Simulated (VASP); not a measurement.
LiF: single point with LDA

LiF:

```
CELL_PARAMETERS angstrom
0.00000 2.04050 2.04050
2.04050 0.00000 2.04050
2.04050 2.04050 0.00000
ATOMIC_POSITIONS crystal
Li 0.00000 0.00000 0.00000
F 0.50000 0.50000 0.50000
```

This cell differs from its parent crystal: volume scaled by 1.04.

```yaml
Program: VASP 6.6.1
Task: single point
Functional: LDA
Potentials_or_basis: VASP PAW LDA potentials, release 64 (Li_sv, F)
Cutoff: 520 eV
k_mesh: 10 × 10 × 10
Occupations: fermi-dirac, width 0.03 eV
Spin: no spin polarisation
Dipole_correction: no
Further_INCAR_settings: ALGO = Normal; EDIFF = 1e-06; NBANDS = 12
```

The band gap on the k mesh is 8.49 eV, direct.

Levels at points of the mesh, in eV from the valence-band top:
```csv
k point,band 1,band 2,band 3,band 4,band 5,band 6,band 7,band 8,band 9,band 10
"(0.00, 0.00, 0.00)",-39.84,-19.46,0.00,0.00,0.00,8.49,22.96,22.96,22.96,23.52
"(0.50, 0.00, 0.00)",-39.78,-19.04,-2.46,-0.22,-0.22,10.17,15.92,18.11,18.11,29.21
"(0.50, 0.50, 0.00)",-39.76,-18.78,-2.95,-0.97,-0.97,14.06,15.85,16.66,19.31,19.31
```

Run time: 8.2 s on 1 thread of Intel Xeon 8259CL, on a shared host, peak memory 0.12 GiB.

 A k mesh can miss the band edges.
